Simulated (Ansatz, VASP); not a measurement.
One calculation of Pt, two programs

Contents of INCAR:

```
PREC     = Accurate       # precision mode
ENCUT    = 520            # plane-wave cutoff, eV
EDIFF    = 1E-6           # SCF threshold, eV
ISMEAR   = 0              # smearing method
SIGMA    = 0.15           # smearing width, eV
LREAL    = F              # projectors in reciprocal space
LASPH    = T              # aspherical terms in the spheres
NELM     = 80             # most SCF steps
ALGO     = Fast           # electronic algorithm
ISIF     = 2              # what is computed and relaxed
LWAVE    = F              # write WAVECAR
LCHARG   = F              # write CHGCAR
NBANDS   = 17             # bands
```

File KPOINTS:

```
Automatic mesh
0
Gamma
  21 21 10
```

Contents of POSCAR:

```
Pt
1.0
    2.8710922404      0.0000000000      0.0000000000
   -1.4355461202      2.2951742924      0.0000000000
    0.0000000000      0.0000000000      4.7921340000
Pt
2
Direct
    0.6666666667      0.3333333333      0.7500000000
    0.3333333333      0.6666666667      0.2500000000
```

Input for Ansatz:

```yaml
crystal:
  lattice:
    - [2.8710922404, 0.0, 0.0]
    - [-1.4355461202, 2.2951742924, 0.0]
    - [0.0, 0.0, 4.792134]
  atoms:
    - { symbol: Pt, position: [0.6666666667, 0.3333333333, 0.75] }
    - { symbol: Pt, position: [0.3333333333, 0.6666666667, 0.25] }
basis:
  ecutwfc: 420
kpoints:
  mp_grid: { grid: [21, 21, 10] }
hamiltonian:
  xc: lda
scf:
  occupations: { method: gaussian, width: 0.15 }
output:
  forces: true
  stress: true
  eigenvalues: true
```

Change from the starting cell: strain +0.0400 x Voigt [1, -1, 0, 0, 0, 0], atoms carried along.

Alike in both runs: task single point; functional LDA; k mesh 21 × 21 × 10; occupations gaussian, width 0.15 eV; no spin polarisation.

|  | VASP | Ansatz |
| --- | --- | --- |
| version | VASP 6.6.1 | Ansatz 0.2.0 |
| potentials or method | VASP PAW LDA potentials, release 64 (Pt), cutoff 520 eV | scalar-relativistic, plane waves, PAW |
| valence electrons in the cell | 20 | 36 |

```tsv
	VASP	Ansatz	Ansatz less VASP
gap on the k mesh at the Fermi level (eV)	none	none	-
pressure (GPa)	-13.6	-14.2	-0.59
traceless stress, the component that is largest in VASP (GPa)	7.44	7.29	-0.152
rms of the force components (eV/Å)	0.016	0.013	-0.0026
```

LDA's correlation is that of Perdew and Zunger in VASP and of Perdew and Wang (1992) in Ansatz. Atom by atom the forces differ by 0.003 eV/Å (rms over components). A gap of «none» marks a metal or a gap that the smearing closes. VASP's potentials hold 20 valence electrons a cell and Ansatz's 36, so a difference there can come from the potentials and not from the codes.

Neither program's run includes spin-orbit coupling.
